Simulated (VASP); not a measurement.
Runs of VASP 6.6.1 on Bi2Te3. The structure is that of space group R-3m (No. 166), or close to it. The cells are those of the table. 

```tsv
task	cell	gap on the mesh (eV)	pressure (GPa)	largest force (eV/Å)
electric field gradients	a = 10.546 Å, angles 24.2°, 5 atoms	0.29	(a)	0.15
electric field gradients	a = 10.458 Å, angles 23.5°, 5 atoms	0.34	5.6	0.32
electric field gradients	a = 10.470 Å, angles 23.9°, 5 atoms	0.30	(b)	0.08
electric field gradients	a = 10.772 Å, angles 23.5°, 5 atoms	0.39	0.3	0.29
single point	a = 10.458 Å, angles 23.5°, 5 atoms	0.34	5.6	0.32
single point	a = 10.575 Å, angles 23.9°, 5 atoms	0.32	1.3	0.11
```

Alike in all rows: level PBE; potentials or basis VASP PAW PBE potentials, release 64 (Bi_d, Te); no spin polarisation; k mesh 7 × 7 × 7; cutoff (eV) 520; smearing fermi-dirac 0.08 eV.

Task: Fill in the values left out.

Result: (a) 0.8; (b) 3.0.

Caveats: spin-orbit coupling is left out, which moves the levels of the heavy elements; the cell stands under pressure (at least some runs).

A k mesh can miss the band edges, and the runs leave out spin-orbit coupling on Bi, Te.
